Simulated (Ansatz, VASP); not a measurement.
## Two plane-wave programs on In

Contents of INCAR:

```
SYSTEM = In
PREC = Accurate
ENCUT = 520
EDIFF = 1E-6
ISMEAR = -1
SIGMA = 0.1
LREAL = .False.
LASPH = .True.
NELM = 60
ALGO = Normal
ISIF = 2
LWAVE = .False.
LCHARG = .False.
GGA = CA
NBANDS = 34
```

Contents of KPOINTS:

```
regular mesh
0
Gamma
  12 12 4
  0 0 0
```

The input POSCAR:

```
In
1.0
    3.1829796126      0.0000000000      0.0000000000
   -1.5914898063      2.7565412043      0.0000000000
    0.0000000000      0.0000000000     10.3278524749
In
4
Direct
    0.0000000000      0.0000000000      1.0000000000
    0.0000000000      0.0000000000      0.5000000000
    0.3333333333      0.6666666667      0.2500000000
    0.6666666667      0.3333333333      0.7500000000
```

Input for Ansatz:

```yaml
crystal:
  lattice:
    - [3.1829796126, 0.0, 0.0]
    - [-1.5914898063, 2.7565412043, 0.0]
    - [0.0, 0.0, 10.3278524749]
  atoms:
    - { symbol: In, position: [0.0, 0.0, 1.0] }
    - { symbol: In, position: [0.0, 0.0, 0.5] }
    - { symbol: In, position: [0.3333333333, 0.6666666667, 0.25] }
    - { symbol: In, position: [0.6666666667, 0.3333333333, 0.75] }
hamiltonian:
  xc: lda
  pseudopotentials:
    kind: paw
    azcp:
      In: "pseudopotentials/In.paw.azcp"
basis:
  ecutwfc: 420
  fft_grid_basis: typed
kpoints:
  mp_grid: { grid: [12, 12, 4], shift: [0, 0, 0] }
magnetization:
  spin_polarized: false
scf:
  occupations: { method: fermi_dirac, width: 0.1 }
  lower_state_search: "off"
output:
  stress: true
```

Alike in both runs: task single point; functional LDA; k mesh 12 × 12 × 4; occupations fermi-dirac, width 0.1 eV; no spin polarisation.

|  | VASP | Ansatz |
| --- | --- | --- |
| version | VASP 6.6.1 | Ansatz 0.2.0 |
| potentials or method | VASP PAW LDA potentials, release 64 (In_d), cutoff 520 eV | plane waves (420 eV) with PAW, scalar-relativistic |
| valence electrons in the cell | 52 | 52 |

```csv
,VASP,Ansatz,Ansatz less VASP
pressure (GPa),5.2,5.2,-0.10
"traceless stress, the component that is largest in VASP (GPa)",0.11,0.11,+0.004
```

Ansatz warns that its potentials were made for another functional, while VASP's fit it. LDA's correlation is that of Perdew and Zunger in VASP and of Perdew and Wang (1992) in Ansatz.
